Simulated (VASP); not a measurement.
# C (R-3m) in VASP: further runs

The runs below take C through single point, with PBE+D3(BJ).

All numbers are computed with VASP 6.6.1; they aren't measurements. Logs are shortened: lines on timing, memory, paths and dates and some standing lists are left out, and cuts for length are marked.

### Step 1. The cell of the first run

The structure is trigonal, space group R-3m (No. 166). Conventional cell: a = 2.465 Å, b = 2.465 Å, c = 10.075 Å, α = 90.00°, β = 90.00°, γ = 120.00°. Within 1.9 Å of C (site symmetry 3m) lie 3 C at 1.42 Å.

### Step 2. Single point, PBE+D3(BJ)

Input file INCAR:

```
SYSTEM = C
  PREC = Accurate
  ENCUT = 520
  EDIFF = 1E-6
  ISMEAR = 0
  SIGMA = 0.02
  LREAL = .False.
  LASPH = .True.
  NELM = 80
  ALGO = Normal
  ISIF = 2
  LWAVE = .False.
  LCHARG = .False.
  GGA = PE
  IVDW = 12
  NBANDS = 11
```

Input file KPOINTS:

```
regular mesh
0
Gamma
  15 15 15
  0 0 0
```

Input file POSCAR:

```
C
1.0
    1.2324787241      0.7115719231      3.3582191041
   -1.2324787241      0.7115719231      3.3582191041
    0.0000000000     -1.4231438463      3.3582191041
C
2
Direct
    0.1666066887      0.1666066887      0.1666066887
    0.8333933113      0.8333933113      0.8333933113
```

Potentials or basis: VASP PAW PBE potentials, release 64 (C).

On the command line:

```
$ cat potpaw_PBE.64/C/POTCAR > POTCAR
$ mpirun -np 1 vasp_std > vasp.out
```

OUTCAR:

```text
SYSTEM = C
   PREC = Accurate
   ENCUT = 520
   EDIFF = 1E-6
   ISMEAR = 0
   LREAL = .False.
   LASPH = .True.
   NELM = 80
   ISIF = 2
   GGA = PE
   IVDW = 12
 IVDW          = 12

 ion  position               nearest neighbor table
   1  0.167  0.167  0.167-   2 1.42   2 1.42   2 1.42
   2  0.833  0.833  0.833-   1 1.42   1 1.42   1 1.42

  LATTYP: Found a trigonal (rhomboedric) cell.
 ALAT       =     3.6473242190
 COS(alpha) =     0.7716294401

  Lattice vectors:

 A1 = (   1.2324787241,   0.7115719231,   3.3582191041)
 A2 = (  -1.2324787241,   0.7115719231,   3.3582191041)
 A3 = (   0.0000000000,  -1.4231438463,   3.3582191041)

Analysis of symmetry for initial positions (statically):
=====================================================================
 Subroutine PRICEL returns:
 Original cell was already a primitive cell.

 Routine SETGRP: Setting up the symmetry group for a
 trigonal (rhombohedral) supercell.

 Subroutine GETGRP returns: Found 12 space group operations
 (whereof 12 operations were pure point group operations)
 out of a pool of 12 trial point group operations.

The static configuration has the point symmetry D_3d.

Analysis of symmetry for dynamics (positions and initial velocities):
=====================================================================
 Subroutine PRICEL returns:
 Original cell was already a primitive cell.

 Routine SETGRP: Setting up the symmetry group for a
 trigonal (rhombohedral) supercell.

 Subroutine GETGRP returns: Found 12 space group operations
 (whereof 12 operations were pure point group operations)
 out of a pool of 12 trial point group operations.

The dynamic configuration has the point symmetry D_3d.

 Subroutine INISYM returns: Found 12 space group operations
 (whereof 12 operations are pure point group operations),
 and found     1 'primitive' translations

----------------------------------------------------------------------------------------

                                     Primitive cell

  volume of cell :      17.6709

  direct lattice vectors                    reciprocal lattice vectors
     1.232478724  0.711571923  3.358219104     0.405686516  0.234223219  0.099258959
    -1.232478724  0.711571923  3.358219104    -0.405686516  0.234223219  0.099258959
     0.000000000 -1.423143846  3.358219104     0.000000000 -0.468446439  0.099258959

  length of vectors
     3.647324219  3.647324219  3.647324219     0.478846956  0.478846956  0.478846956

  position of ions in fractional coordinates (direct lattice)
     0.166606689  0.166606689  0.166606689
     0.833393311  0.833393311  0.833393311

  ion indices of the primitive-cell ions
   primitive index   ion index
                 1           1
                 2           2

----------------------------------------------------------------------------------------

 KPOINTS: regular mesh

Automatic generation of k-mesh.
 Grid dimensions read from file:
 generate k-points for:   15   15   15

 Generating k-lattice:

  Cartesian coordinates                     Fractional coordinates (reciprocal lattice)
     0.027045768  0.015614881  0.006617264     0.066666667  0.000000000  0.000000000
    -0.027045768  0.015614881  0.006617264     0.000000000  0.066666667  0.000000000
     0.000000000 -0.031229763  0.006617264     0.000000000  0.000000000  0.066666667

  Length of vectors
     0.031923130  0.031923130  0.031923130

  Shift w.r.t. Gamma in fractional coordinates (k-lattice)
     0.000000000  0.000000000  0.000000000

 Subroutine IBZKPT returns following result:
 ===========================================

 Found    344 irreducible k-points:

 Following reciprocal coordinates:
            Coordinates               Weight
  0.000000  0.000000  0.000000      1.000000
  0.066667 -0.000000 -0.000000      6.000000
  0.133333 -0.000000  0.000000      6.000000
  0.200000  0.000000  0.000000      6.000000
  0.266667 -0.000000  0.000000      6.000000
  0.333333 -0.000000 -0.000000      6.000000
[... 16 lines left out ...]
  0.133333  0.133333  0.000000      6.000000
  0.200000  0.133333 -0.000000     12.000000
 [... further k-points ...]
   k-points           NKPTS =    344   k-points in BZ     NKDIM =    344   number of bands    NBANDS=     11
   number of dos      NEDOS =    301   number of ions     NIONS =      2
   total plane-waves  NPLWV =  21952
   dimension x,y,z NGX =    28 NGY =   28 NGZ =   28
   dimension x,y,z NGXF=    56 NGYF=   56 NGZF=   56
   ions per type =               2
   NGX,Y,Z   is equivalent  to a cutoff of  12.76, 12.76, 12.76 a.u.
   NGXF,Y,Z  is equivalent  to a cutoff of  25.52, 25.52, 25.52 a.u.
 SYSTEM =  C
   PREC   = accura    normal or accurate (medium, high low for compatibility)
   ISTART =      0    job   : 0-new  1-cont  2-samecut
   ICHARG =      2    charge: 1-file 2-atom 10-const
   ISPIN  =      1    spin polarized calculation?
   LNONCOLLINEAR =      F non collinear calculations
   LSORBIT =      F    spin-orbit coupling
   LASPH  =      T    aspherical Exc in radial PAW
   ENCUT  =  520.0 eV  38.22 Ry    6.18 a.u.   6.78  6.78  6.78*2*pi/ulx,y,z
   NELM   =     80;   NELMIN=  2; NELMDL= -5     # of ELM steps
   EDIFF  = 0.1E-05   stopping-criterion for ELM
   LREAL  =      F    real-space projection
   EDIFFG = 0.1E-04   stopping-criterion for IOM
   NSW    =      0    number of steps for IOM
   IBRION =     -1    ionic relax: 0-MD 1-quasi-New 2-CG
   NFREE  =      0    steps in history (QN), initial steepest desc. (CG)
   ISIF   =      2    stress and relaxation
   ISYM   =      2    0-nonsym 1-usesym 2-fastsym
   POTIM  = 0.5000    time-step for ionic-motion
   TEBEG  =    0.0;   TEEND  =   0.0 temperature during run
   PSTRESS=    0.0 pullay stress
   NELECT =       8.0000    total number of electrons
   NUPDOWN=      -1.0000    fix difference up-down
   EMIN   =  10.00;   EMAX   =-10.00  energy-range for DOS
   EFERMI =   0.00;   METHOD = LEGACY
   ISMEAR =     0;   SIGMA  =   0.02  broadening in eV -4-tet -1-fermi 0-gaus
   EFERMI_NEDOS =   21; number of points for ismear=-14 and -15
   IALGO  =     38    algorithm
   IMIX   =      4    mixing-type and parameters
     AMIX     =   0.40;   BMIX     =  1.00
     AMIX_MAG =   1.60;   BMIX_MAG =  1.00
  volume/ion in A,a.u.               =       8.84        59.62
  Fermi-wavevector in a.u.,A,eV,Ry     =   1.257048  2.375477 21.499526  1.580171
  Thomas-Fermi vector in A             =   2.390726
   LORBIT       =      0    0 simple, 1 ext, 2 COOP (PROOUT), +10 PAW based schemes
   GGA     = PE    functional components
   LHFCALC =     F    Hartree Fock is set to
   AEXX    =    0.0000 exact exchange contribution
   IVDW    =    12    specifies the selected vdW correction
   LEPSILON=     F    determine dielectric tensor
   LRPA    =     F    only Hartree local field effects (RPA)
 non-spin polarized calculation
 Gauss-broadening in eV      SIGMA  =   0.02
  energy-cutoff  :      520.00
  volume of cell :       17.67
 maximum number of plane-waves:       490
   NGX = 13   NGY = 13   NGZ = 13

 number of electron       8.0000000 magnetization

 Free energy of the ion-electron system (eV)
  ---------------------------------------------------
  ext. energy  EPLUGINS =         0.00000000
  ---------------------------------------------------
  free energy    TOTEN  =       -18.42291954 eV

  energy without entropy =      -18.42291954  energy(sigma->0) =      -18.42291954

 E-fermi :   4.5473     XC(G=0): -10.3175

 val. band max:        4.3485134394   @ k =  -0.3333   0.3333   0.0000
 cond. band min:       4.9992827672   @ k =  -0.3333   0.3333   0.0000
 fundamental gap:      0.6507693278
 Fermi energy:         4.5473058795

 k-point     1 :       0.0000    0.0000    0.0000
  band No.  band energies     occupation
      1     -14.9820      2.00000
      2      -1.8827      2.00000
      3       1.6701      2.00000
      4       1.6701      2.00000
      5       8.9465      0.00000
      6      13.0425      0.00000
      7      13.0425      0.00000
      8      16.0290      0.00000
      9      17.3192      0.00000
     10      27.4064      0.00000
     11      30.3516      0.00000

 k-point     2 :       0.0667   -0.0000   -0.0000
  band No.  band energies     occupation
      1     -14.8746      2.00000
      2      -1.7740      2.00000
      3       1.2459      2.00000
      4       1.4492      2.00000
      5       9.0989      0.00000
      6      13.1032      0.00000
      7      13.4924      0.00000
      8      15.6540      0.00000
      9      17.5103      0.00000
     10      27.7483      0.00000
     11      29.4953      0.00000

 k-point     3 :       0.1333   -0.0000    0.0000
  band No.  band energies     occupation
      1     -14.5531      2.00000
      2      -1.4493      2.00000
      3       0.1174      2.00000
      4       0.8893      2.00000
      5       9.5550      0.00000
      6      13.1475      0.00000
      7      14.6293      0.00000
      8      14.7315      0.00000
      9      18.1221      0.00000
     10      27.3856      0.00000
     11      28.7148      0.00000

 k-point     4 :       0.2000    0.0000    0.0000
  band No.  band energies     occupation
      1     -14.0202      2.00000
      2      -1.4338      2.00000
      3      -0.9129      2.00000
      4       0.1888      2.00000
      5      10.3060      0.00000
      6      12.9781      0.00000
      7      13.2218      0.00000
      8      16.5335      0.00000
      9      19.0927      0.00000
     10      25.4013      0.00000
     11      27.8648      0.00000
[... 239 lines left out ...]
 k-point    22 :      -0.0667    0.0667    0.0000
  band No.  band energies     occupation
      1     -14.6641      2.00000
      2      -1.5224      2.00000
      3       0.5253      2.00000
      4       1.0041      2.00000
      5       9.3312      0.00000
      6      13.2865      0.00000
      7      14.1716      0.00000
      8      14.9494      0.00000
      9      17.9537      0.00000
     10      27.6725      0.00000
     11      28.3642      0.00000

 k-point    23 :       0.1333    0.1333    0.0000
  band No.  band energies     occupation
      1     -14.5375      2.00000
      2      -1.5814      2.00000
      3       0.1316      2.00000
      4       0.8765      2.00000
      5       9.8349      0.00000
      6      13.1128      0.00000
      7      14.6031      0.00000
      8      14.7340      0.00000
      9      18.1495      0.00000
     10      27.0470      0.00000
     11      28.6353      0.00000

 k-point    24 :       0.2000    0.1333   -0.0000
  band No.  band energies     occupation
      1     -14.2104      2.00000
      2      -1.3151      2.00000
      3      -0.7112      2.00000
      4       0.2694      2.00000
      5      10.4152      0.00000
      6      13.3636      0.00000
      7      13.7256      0.00000
      8      15.3576      0.00000
      9      18.9473      0.00000
     10      25.3980      0.00000
     11      29.1717      0.00000

 [... further k-points ...]

------------------------ aborting loop because EDIFF is reached ----------------------------------------

 Edisp (eV)   -0.31232

 E8    (eV) :    -0.0885

  FORCE on cell =-STRESS in cart. coord.  units (eV):
  Direction    XX          YY          ZZ          XY          YZ          ZX
  --------------------------------------------------------------------------------------
  -------------------------------------------------------------------------------------
  Total       0.07971     0.07971    -0.00767     0.00000     0.00000     0.00000
  in kB       7.22667     7.22667    -0.69544     0.00000     0.00000     0.00000
  external pressure =        4.59 kB  Pullay stress =        0.00 kB

 VOLUME and BASIS-vectors are now :
 -----------------------------------------------------------------------------
  energy-cutoff  :      520.00
  volume of cell :       17.67
      direct lattice vectors                 reciprocal lattice vectors
     1.232478724  0.711571923  3.358219104     0.405686516  0.234223219  0.099258959
    -1.232478724  0.711571923  3.358219104    -0.405686516  0.234223219  0.099258959
     0.000000000 -1.423143846  3.358219104     0.000000000 -0.468446439  0.099258959

 POSITION                                       TOTAL-FORCE (eV/Angst)
 -----------------------------------------------------------------------------------
      0.00000     -0.00000      1.67851         0.000000      0.000000     -0.001380
      0.00000     -0.00000      8.39615         0.000000     -0.000000      0.001380
 -----------------------------------------------------------------------------------
    total drift:                                0.000000     -0.000000      0.000000

  FREE ENERGIE OF THE ION-ELECTRON SYSTEM (eV)
  ---------------------------------------------------
  free  energy   TOTEN  =       -18.7352423118 eV

  energy  without entropy=      -18.7352423118  energy(sigma->0) =      -18.73524231
```

Wall time 80 s (1 thread of Intel Xeon Platinum 8375C at 2.90GHz (Ice Lake), shared host); peak memory 0.2 GiB.

Results:

```
Free energy                : -18.7352 eV
Pressure                   : 0.5 GPa
Band gap on the k mesh     : 0.65 eV, direct
Dispersion energy per atom : -0.156 eV
```

### Step 3. Single point, PBE+D3(BJ)

INCAR is that of step 2.

KPOINTS is that of step 2.

Input file POSCAR:

```
C
1.0
    1.2324787241      0.7115719231      3.3582191212
   -1.2324787241      0.7115719231      3.3582191212
    0.0000000000     -1.4231438463      3.3582191212
C
2
Direct
    0.1666066887      0.1666066887      0.1666066887
    0.8333933113      0.8333933113      0.8333933113
```

Potentials or basis: VASP PAW PBE potentials, release 64 (C).

On the command line:

```
$ cat potpaw_PBE.64/C/POTCAR > POTCAR
$ mpirun -np 1 vasp_std > vasp.out
```

Run time: 61 s. Hardware: 1 thread of Intel Xeon Platinum 8488C (Sapphire Rapids), shared host; peak memory 0.19 GiB.

The run converged. Its results:

```
Free energy                : -18.7352 eV
Pressure                   : 0.5 GPa
Band gap on the k mesh     : 0.65 eV, direct
Dispersion energy per atom : -0.156 eV
```

Stress tensor (GPa, compression positive):
```
 0.72  0.00  0.00
 0.00  0.72  0.00
 0.00  0.00 -0.07
```

Levels at points of the mesh, in eV from the valence-band top:
```csv
k point,band 2,band 3,band 4,band 5,band 6,band 7
"(0.00, 0.00, 0.00)",-6.23,-2.68,-2.68,4.60,8.69,8.69
```
